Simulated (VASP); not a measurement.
# WC (P1) in VASP: a series of runs, part 2 of 2

VASP 6.6.1. The steps go on from the part before.

### 4 Single point, PBE

This run uses another cell than the first one, of 10.30 Å³/atom, 0.949 times its volume.

The input, INCAR:

```
SYSTEM = WC
PREC     = Accurate       ! precision mode
ENCUT    = 520            ! plane-wave cutoff, eV
EDIFF    = 1E-6           ! SCF threshold, eV
ISMEAR   = -1             ! smearing method
SIGMA    = 0.17           ! smearing width, eV
LREAL    = Auto         
LASPH    = .True.         ! aspherical terms in the spheres
NELM     = 60             ! most SCF steps
ALGO     = Normal         ! electronic algorithm
ISIF     = 2              ! what is computed and relaxed
LWAVE    = .False.        ! write WAVECAR
LCHARG   = .True.         ! write CHGCAR
GGA      = PE             ! functional
LELF     = .True.         ! ELF
LVHAR    = .True.       
NBANDS   = 86             ! bands
```

The input, KPOINTS:

```
regular mesh
0
Gamma
  3 3 3
  0 0 0
```

The input, POSCAR:

```
WC
1.0
   -2.9026090000     -5.0274670000      0.0000000000
    4.3320900000     -2.5011330000      0.0000000000
    0.0000000000      0.0000000000      5.6733410000
W C
8 8
Direct
    0.7418149901      0.4491362983     -0.0236368658
    0.7354242122      0.4452698206      0.5244176227
    0.4997596495     -0.0406716259      0.0022209136
    0.5062097682     -0.0355650439      0.4860804242
    0.2428122213      0.4484645838     -0.0104700211
    0.2357457583      0.4475155779      0.5193765014
   -0.0129988426     -0.0479977465      0.0158812946
    0.0055351855     -0.0649417534      0.5062272830
    0.4873854716      0.6295089567      0.2529373785
    0.4774225661      0.6205482890      0.7194878644
    0.2456523215      0.1325763406      0.2342182499
    0.2208955916      0.1001764811      0.7411153322
   -0.0152554774      0.5886118049      0.2721324172
   -0.0073353640      0.6321448322      0.7665853331
    0.7202058394      0.1532461125      0.2549115239
    0.7419814263      0.0978008226      0.7261858577
```

Launch:

```
$ cat potpaw_PBE.64/W_sv/POTCAR potpaw_PBE.64/C/POTCAR > POTCAR
$ mpirun -np 1 vasp_std > vasp.out
```

Run time: 11 min. Hardware: 1 thread of Intel Xeon 8259CL, shared host; peak memory 0.35 GiB.

It converged, with:

| Quantity | Value |
| --- | --- |
| Free energy | -175.9631 eV |
| Pressure | 17.6 GPa |
| Largest force | 6.129 eV/Å |
| Band gap on the k mesh | zero (band 72 reaches 11.45 eV, above the bottom of band 73 at 11.33 eV) |

Forces on the atoms (eV/Å):
```
W    1.064  0.601  5.748
W    0.871 -1.706 -5.822
W   -0.175  2.056 -1.576
W   -0.025  4.419  1.492
W    0.881 -0.221  3.042
W   -0.289  0.333 -4.765
W   -0.454 -0.133 -1.063
W    2.465  1.369 -2.110
C   -0.936  0.171 -0.908
C    0.072 -1.600  3.876
C   -0.861  0.721  1.532
C   -0.260 -3.047  1.931
C    1.356 -1.346 -1.930
C   -1.170  0.586 -1.034
C   -2.866 -1.146 -1.541
C    0.327 -1.057  3.128
```

Stress tensor (GPa, compression positive):
```
14.78 -2.59 -1.05
-2.59 19.20 -1.99
-1.05 -1.99 18.75
```

Levels at points of the mesh, in eV from the Fermi level:
| k point | band 70 | band 71 | band 72 | band 73 | band 74 | band 75 |
| --- | --- | --- | --- | --- | --- | --- |
| (0.00, 0.00, 0.00) | -0.51 | -0.31 | -0.17 | 0.17 | 0.99 | 1.29 |

Caveat: the k points lie up to 0.42 Å⁻¹ apart; spin-orbit coupling is left out, which moves the levels of the heavy elements; forces of over 1 eV/Å act on the atoms, so gaps and moduli don't describe the material at rest.

### 5 Single point, PBE

This run uses another cell than the first one, of 10.39 Å³/atom, 0.958 times its volume.

INCAR, as its differences from that of step 4:

```diff
@@ -8,3 +8,3 @@
 LASPH    = .True.         ! aspherical terms in the spheres
-NELM     = 60             ! most SCF steps
+NELM     = 100            ! most SCF steps
 ALGO     = Normal         ! electronic algorithm
@@ -12,6 +12,4 @@
 LWAVE    = .False.        ! write WAVECAR
-LCHARG   = .True.         ! write CHGCAR
+LCHARG   = .False.        ! write CHGCAR
 GGA      = PE             ! functional
-LELF     = .True.         ! ELF
-LVHAR    = .True.       
 NBANDS   = 86             ! bands
```

The input, KPOINTS:

```
Automatic mesh
0
Gamma
  3 3 3
  0 0 0
```

The input, POSCAR:

```
WC
1.0
   -2.8674090000     -4.9664970000      0.0000000000
    4.3447830000     -2.5084610000      0.0000000000
    0.0000000000      0.0000000000      5.7771350000
W C
8 8
Direct
    0.7364028415      0.4554814672      0.0225371226
    0.7462442102      0.4742670381      0.5059428246
    0.4834945106     -0.0284533172     -0.0080489724
    0.4823876753     -0.0402545394      0.5147014913
    0.2336086449      0.4662952168      0.0099184111
    0.2368935498      0.4836307583      0.5064274939
    0.0149260541     -0.0450197164      0.0061795336
   -0.0168475371     -0.0158371039      0.5063063266
    0.5138128940      0.6430037395      0.2467486046
    0.4851916507      0.6463712701      0.7517220906
    0.2409266762      0.1278626159      0.2734573452
    0.2455064270      0.1287215814      0.7450405781
    0.0111224051      0.6216403637      0.2735092741
   -0.0109571178      0.6085876928      0.7329238455
    0.7634001903      0.0921980629      0.2591769104
    0.7362152920      0.1421544768      0.7690490182
```

Potentials or basis: VASP PAW PBE potentials, release 64 (W_sv, C).

Launch:

```
$ cat potpaw_PBE.64/W_sv/POTCAR potpaw_PBE.64/C/POTCAR > POTCAR
$ mpirun -np 1 vasp_std > vasp.out
```

OUTCAR:

```text
SYSTEM = WC
   PREC = Accurate
   ENCUT = 520
   EDIFF = 1E-6
   ISMEAR = -1
   LREAL = Auto
   LASPH = .True.
   NELM = 100
   ISIF = 2
   GGA = PE

 ion  position               nearest neighbor table
   1  0.736  0.455  0.023-   9 2.05  16 2.15  15 2.28  13 2.30  10 2.33  14 2.34   2 2.79   3 2.83
                             5 2.85   5 2.88   3 2.97   7 2.97   7 2.98   2 2.99
   2  0.746  0.474  0.506-  14 2.03  13 2.16   9 2.18  10 2.24  16 2.26  15 2.39   1 2.79   8 2.81
                             6 2.81   4 2.87   8 2.90   6 2.92   1 2.99   4 2.99
   3  0.483  0.972  0.992-  16 2.12  12 2.13  10 2.14   9 2.22  11 2.28  15 2.31   7 2.69   4 2.76
                             1 2.83   5 2.87   5 2.91   1 2.97   4 3.02   7 3.05
   4  0.482  0.960  0.515-  12 2.08  10 2.08  11 2.14   9 2.23  16 2.26  15 2.28   3 2.76   6 2.77
                             8 2.87   2 2.87   8 2.87   6 2.98   2 2.99   3 3.02
   5  0.234  0.466  0.010-  13 2.13  14 2.24  10 2.26  11 2.28  12 2.28   9 2.29   7 2.75   1 2.85
                             7 2.86   3 2.87   6 2.87   1 2.88   6 2.91   3 2.91
   6  0.237  0.484  0.506-  13 1.99  14 2.03  10 2.17  11 2.24  12 2.25   9 2.33   4 2.77   2 2.81
                             5 2.87   8 2.90   8 2.90   5 2.91   2 2.92   4 2.98
   7  0.015  0.955  0.006-  15 2.17  12 2.19  11 2.19  13 2.28  16 2.31  14 2.35   3 2.69   5 2.75
[... 228 lines left out ...]
      6     -62.7724      2.00000
[... 1207 lines left out ...]
     83      14.8880      0.00000
     84      15.2421      0.00000
 [bands above 84 left out]

------------------------ aborting loop because EDIFF is reached ----------------------------------------

  FORCE on cell =-STRESS in cart. coord.  units (eV):
  Direction    XX          YY          ZZ          XY          YZ          ZX
  --------------------------------------------------------------------------------------
  -------------------------------------------------------------------------------------
  Total       17.9536525     19.8302015      1.1005617      5.5651241     -1.6002291     -0.8631589
  in kB      173.0588771    191.1473106     10.6085358     53.6433535    -15.4249311     -8.3201630
  external PRESSURE =     124.9382412 kB  Pullay stress =       0.0000000 kB

 VOLUME and BASIS-vectors are now :
 -----------------------------------------------------------------------------
  energy-cutoff  :      520.00
  volume of cell :      166.21
      direct lattice vectors                 reciprocal lattice vectors
    -2.867409000 -4.966497000  0.000000000    -0.087186723 -0.151011872  0.000000000
     4.344783000 -2.508461000  0.000000000     0.172620821 -0.099662699  0.000000000
     0.000000000  0.000000000  5.777135000     0.000000000  0.000000000  0.173096180

 POSITION                                       TOTAL-FORCE (eV/Angst)
 -----------------------------------------------------------------------------------
     -0.13260     -4.79990      0.13020        -0.428204     -1.844591     -2.408156
     -0.07920     -4.89590      2.92290        -0.438991      2.207708      0.177056
      2.83478     -4.83836      5.73063        -2.069724     -1.597440      3.489559
      2.78668     -4.80326      2.97350         0.215782     -2.981553     -2.347115
      1.35610     -2.32990      0.05730        -1.286243     -1.168503     -0.693151
      1.42200     -2.38970      2.92570        -4.289543     -0.828993      0.325903
[... 8 lines left out ...]
     -1.78840     -4.02270      1.49730         4.181670      0.939129     -1.608584
     -1.49340     -4.01300      4.44290        -0.737410     -0.206602     -1.073583
 -----------------------------------------------------------------------------------
    total drift:                                0.008934     -0.002447      0.004044

  FREE ENERGIE OF THE ION-ELECTRON SYSTEM (eV)
  ---------------------------------------------------
  free  energy   TOTEN  =      -176.5683158002 eV

  energy  without entropy=     -176.2964252349  energy(sigma->0) =     -176.43237052
```

OSZICAR:

```text
N       E                     dE             d eps       ncg     rms          rms(c)
DAV:   1     0.192564782412E+04    0.19256E+04   -0.78261E+04  2408   0.193E+03
DAV:   2    -0.340366694357E+01   -0.19291E+04   -0.18684E+04  2416   0.617E+02
DAV:   3    -0.191931226180E+03   -0.18853E+03   -0.17917E+03  2812   0.169E+02
DAV:   4    -0.200755032916E+03   -0.88238E+01   -0.86578E+01  2856   0.326E+01
DAV:   5    -0.201007139374E+03   -0.25211E+00   -0.25083E+00  2912   0.533E+00    0.933E+01
DAV:   6    -0.177325614902E+03    0.23682E+02   -0.14749E+02  2964   0.395E+01    0.288E+01
DAV:   7    -0.176839692434E+03    0.48592E+00   -0.90998E+00  2888   0.124E+01    0.150E+01
DAV:   8    -0.176708142691E+03    0.13155E+00   -0.20865E+00  2960   0.896E+00    0.428E+00
DAV:   9    -0.176568768820E+03    0.13937E+00   -0.48357E-01  2914   0.389E+00    0.799E-01
DAV:  10    -0.176568568578E+03    0.20024E-03   -0.65808E-02  2952   0.112E+00    0.450E-01
DAV:  11    -0.176568392908E+03    0.17567E-03   -0.52279E-03  2984   0.386E-01    0.212E-01
DAV:  12    -0.176568316306E+03    0.76602E-04   -0.14861E-03  3080   0.232E-01    0.555E-02
DAV:  13    -0.176568321770E+03   -0.54644E-05   -0.20167E-04  3040   0.108E-01    0.283E-02
DAV:  14    -0.176568319135E+03    0.26353E-05   -0.26697E-05  2928   0.348E-02    0.173E-02
DAV:  15    -0.176568316926E+03    0.22085E-05   -0.57847E-06  2616   0.168E-02    0.624E-03
DAV:  16    -0.176568315830E+03    0.10967E-05   -0.14601E-06  1528   0.724E-03    0.140E-03
DAV:  17    -0.176568315800E+03    0.29544E-07   -0.30860E-07  1472   0.332E-03
   1 F= -.17656832E+03 E0= -.17643237E+03  d E =-.271891E+00
```

stdout:

```text
POSCAR found type information on POSCAR W C
 POSCAR found :  2 types and      16 ions
 scaLAPACK will be used
 LDA part: xc-table for (Slater+PW92), standard interpolation
 POSCAR, INCAR and KPOINTS ok, starting setup
 FFT: planning ... GRIDC
 FFT: planning ... GRID_SOFT
 FFT: planning ... GRID
 WAVECAR not read
 entering main loop
```

Run time: 13 min. Hardware: 1 thread of Intel Xeon 8259CL, shared host; peak memory 0.37 GiB.

Results:

- Free energy: -176.5683 eV
- Pressure: 12.5 GPa
- Largest force: 4.578 eV/Å
- Band gap on the k mesh: zero (band 72 reaches 11.26 eV, above the bottom of band 73 at 11.22 eV)

Forces in eV/Å, atoms in the order of the input:
```
W   -0.428 -1.845 -2.408
W   -0.439  2.208  0.177
W   -2.070 -1.597  3.490
W    0.216 -2.982 -2.347
W   -1.286 -1.169 -0.693
W   -4.290 -0.829  0.326
W    2.387  2.982 -0.063
W   -3.812  0.093  1.809
C    0.959  2.087  0.842
C   -1.373  0.359  0.972
C    0.412 -0.668 -1.693
C    1.689  0.403  1.189
C    2.382  1.282 -2.332
C    2.210 -1.057  3.415
C    4.182  0.939 -1.609
C   -0.737 -0.207 -1.074
```

Caveat: the k points lie up to 0.42 Å⁻¹ apart; spin-orbit coupling is left out, which moves the levels of the heavy elements; forces of over 1 eV/Å act on the atoms, so gaps and moduli don't describe the material at rest.

### 6 Single point, PBE

This run uses another cell than the first one, of 10.38 Å³/atom, 0.957 times its volume.

The input, INCAR:

```
SYSTEM = WC
  ALGO = Normal
  EDIFF = 1E-6
  ENCUT = 520
  GGA = PE
  ISIF = 2
  ISMEAR = -1
  LASPH = .True.
  LCHARG = .False.
  LREAL = Auto
  LWAVE = .False.
  NBANDS = 86
  NELM = 100
  PREC = Accurate
  SIGMA = 0.17
```

The input, KPOINTS:

```
k-points
0
Gamma
  3 3 3
  0 0 0
```

The input, POSCAR:

```
WC
1.0
   -2.9309510000     -5.0765550000      0.0000000000
    4.3361860000     -2.5034970000      0.0000000000
    0.0000000000      0.0000000000      5.6601710000
W C
8 8
Direct
    0.7342229370      0.4264741991     -0.0008480309
    0.7266165976      0.4508057642      0.4823352510
    0.4777895430     -0.0522169163     -0.0146815352
    0.4889856105     -0.0584631600      0.4953030571
    0.2471682954      0.4462304345      0.0262006219
    0.2345150667      0.4378161290      0.5041367125
   -0.0197846250     -0.0644547458     -0.0120137713
   -0.0222060168     -0.0342201066      0.5087655479
    0.4763765637      0.6047333684      0.2539322575
    0.4880988334      0.5841985938      0.7660899291
    0.2227863298      0.0789347634      0.2583490852
    0.2565945037      0.1286535950      0.7307199729
    0.0047193826      0.6524241071      0.2354169158
   -0.0089249508      0.6063949762      0.7386172609
    0.7452766234      0.0826692547      0.2641262958
    0.7331632581      0.1014406634      0.7438291175
```

Potentials or basis: VASP PAW PBE potentials, release 64 (W_sv, C).

Launch:

```
$ cat potpaw_PBE.64/W_sv/POTCAR potpaw_PBE.64/C/POTCAR > POTCAR
$ mpirun -np 1 vasp_std > vasp.out
```

It took 11 min on 1 thread of Intel Xeon 8259CL, shared host; peak memory 0.35 GiB.

Results (log left out):

| Quantity | Value |
| --- | --- |
| Free energy | -176.4871 eV |
| Pressure | 13.3 GPa |
| Largest force | 5.419 eV/Å |
| Band gap on the k mesh | zero (band 72 reaches 11.34 eV, above the bottom of band 73 at 11.32 eV) |

Forces on the atoms (eV/Å):
```
W    0.990 -1.889 -0.189
W   -1.710 -1.184  2.821
W   -1.817 -0.125  2.432
W   -0.283  1.134  0.165
W    0.150  2.554 -4.777
W    1.768 -1.114 -0.511
W    0.823 -1.674  0.811
W   -4.453  0.161 -1.472
C   -0.131 -1.355 -0.121
C    1.510 -0.668 -1.575
C    1.551 -2.586 -1.272
C   -0.699  2.253  2.536
C   -2.399  3.550  2.178
C    0.444  0.584  0.937
C    3.032  0.441 -2.654
C    1.224 -0.082  0.690
```

Stress tensor (GPa, compression positive):
```
14.53 -1.05 -2.26
-1.05  9.88  0.38
-2.26  0.38 15.62
```

Levels at points of the mesh, in eV from the Fermi level:
```csv
k point,band 70,band 71,band 72,band 73,band 74,band 75
"(0.00, 0.00, 0.00)",-0.60,-0.33,-0.07,0.42,1.11,1.21
```

Caveat: the k points lie up to 0.42 Å⁻¹ apart; spin-orbit coupling is left out, which moves the levels of the heavy elements; forces of over 1 eV/Å act on the atoms, so gaps and moduli don't describe the material at rest.

### 7 Single point, PBE

The input, INCAR:

```
SYSTEM = WC
PREC = Accurate
ENCUT = 520
EDIFF = 1E-6
ISMEAR = -1
SIGMA = 0.17
LREAL = Auto
LASPH = .TRUE.
NELM = 60
ALGO = Normal
ISIF = 2
LWAVE = .FALSE.
LCHARG = .TRUE.
GGA = PE
LELF = .TRUE.
LVHAR = .TRUE.
NBANDS = 86
```

The input, KPOINTS:

```
Automatic mesh
0
G
  3 3 3
  0 0 0
```

The input, POSCAR:

```
WC
1.0
   -2.9505990000     -5.1105870000      0.0000000000
    4.4258980000     -2.5552930000      0.0000000000
    0.0000000000      0.0000000000      5.7558530000
W C
8 8
Direct
    0.7573203194      0.4870081907      0.0139510165
    0.7373640533      0.4796463087      0.5272719786
    0.4878864441     -0.0121653833      0.0086520625
    0.4967744146     -0.0195706971      0.4823785458
    0.2685879918      0.4836070465      0.0164354441
    0.2495707347      0.4878293987      0.5039739549
    0.0014222792     -0.0434269892      0.0245141771
   -0.0093865329      0.0096938758      0.5175601253
    0.4853344022      0.6502018803      0.2933883127
    0.5262888371      0.6149412654      0.7649083463
    0.2596476128      0.1590221886      0.2692389816
    0.2136521351      0.1584993094      0.7867296124
    0.0556596397      0.6912109762      0.2832073717
   -0.0192917728      0.6395713851      0.7642655224
    0.7637072051      0.1383433860      0.2440819806
    0.7350565853      0.1099793139      0.7604954470
```

Launch:

```
$ cat potpaw_PBE.64/W_sv/POTCAR potpaw_PBE.64/C/POTCAR > POTCAR
$ mpirun -np 1 vasp_std > vasp.out
```

Wall time 13 min (1 thread of Intel Xeon 8259CL, shared host); peak memory 0.37 GiB.

The run converged. Its results:

```
Free energy            : -175.2534 eV
Pressure               : 1.3 GPa
Largest force          : 5.428 eV/Å
Band gap on the k mesh : zero (band 72 reaches 10.79 eV, above the bottom of band 73 at 10.58 eV)
```

Forces in eV/Å, atoms in the order of the input:
```
W   -1.310  1.286  1.189
W   -1.947 -2.075 -2.924
W   -1.828 -0.646 -0.805
W    0.324 -1.176  5.289
W    1.090  1.566 -0.872
W   -0.828  0.992  4.147
W    2.995 -0.917 -2.212
W   -2.825  0.486  0.365
C   -1.717 -2.092 -3.530
C    3.787  2.219  1.034
C    0.680  0.565 -0.747
C   -1.433 -1.619 -1.297
C   -0.068  3.853 -1.203
C   -0.429 -1.977  0.147
C    1.784  0.552  1.349
C    1.726 -1.018  0.069
```

Stress tensor (GPa, compression positive):
```
3.53 0.76 0.67
0.76 0.39 1.72
0.67 1.72 0.12
```

Levels at points of the mesh, in eV from the Fermi level:
```csv
k point,band 69,band 70,band 71,band 72,band 73,band 74,band 75,band 76
"(0.00, 0.00, 0.00)",-0.62,-0.44,-0.37,0.07,0.50,0.95,0.98,1.54
```

Caveat: the k points lie up to 0.41 Å⁻¹ apart; spin-orbit coupling is left out, which moves the levels of the heavy elements; forces of over 1 eV/Å act on the atoms, so gaps and moduli don't describe the material at rest.

### 8 Overview

```csv
cell,gap on the mesh (eV),pressure (GPa),largest force (eV/Å)
"a = 5.901, b = 5.111, c = 5.756 Å, 16 atoms",none,1.3,5.43
"a = 5.805, b = 5.002, c = 5.673 Å, 16 atoms",none,17.6,6.13
"a = 5.735, b = 5.017, c = 5.777 Å, 16 atoms",none,12.5,4.58
"a = 5.862, b = 5.007, c = 5.660 Å, 16 atoms",none,13.3,5.42
```

Some of these runs hold the atoms at other places in the same cell, which the table doesn't show; runs alike in all that it shows share one row.

Alike in all rows: task single point; level PBE; potentials or basis VASP PAW PBE potentials, release 64 (W_sv, C); no spin polarisation; k mesh 3 × 3 × 3; cutoff (eV) 520; smearing fermi-dirac 0.17 eV.

Caveats: all runs use coarse meshes; spin-orbit coupling is left out, which moves the levels of the heavy elements; forces of over 1 eV/Å act on the atoms, so gaps and moduli don't describe the material at rest.

Absolute energies hang on the potentials; compare differences alone.
